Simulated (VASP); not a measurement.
**Be: single point with revPBE**

The system is Be.

```xyz
3
Lattice="3.6882 0.0000 0.0000 -1.8441 3.1941 0.0000 0.0000 0.0000 2.2705" Properties=species:S:1:pos:R:3 pbc="T T T"
Be    0.0000    0.0000    0.0000
Be    0.0000    2.1294    1.1353
Be    1.8441    1.0647    1.1353
```

This isn't the form of Be at room conditions, which is hcp.

```
Program                : VASP 6.6.1
Task                   : single point
Functional             : revPBE
Potentials or basis    : VASP PAW PBE potentials, release 64 (Be)
Cutoff                 : 520 eV
k mesh                 : 11 × 11 × 16
Occupations            : fermi-dirac, width 0.1 eV
Spin                   : no spin polarisation
Dipole correction      : no
Further INCAR settings : ALGO = Normal; EDIFF = 1e-06; NBANDS = 10
```

| Property | Result |
| --- | --- |
| Pressure | -7.4 GPa |
| Band gap on the k mesh | zero (bands 3 and 4 overlap by 4.38 eV) |

Stress tensor (GPa, compression positive):
```
-8.42  0.00  0.00
 0.00 -8.42  0.00
 0.00  0.00 -5.49
```

Levels at points of the mesh, in eV from the Fermi level:
```tsv
k point	band 1	band 2	band 3	band 4	band 5	band 6
(0.00, 0.00, 0.00)	-11.24	-1.00	-1.00	-0.79	-0.79	4.81
(0.00, 0.00, 0.50)	-5.99	-5.36	3.58	3.58	4.17	5.63
```

Wall time 21 s on 1 thread of Intel Xeon 8259CL, on a shared host, peak memory 0.15 GiB.

Caveat: the cell stands under tension; the PAW data sets were made with another functional, which shifts forces and pressure a little.
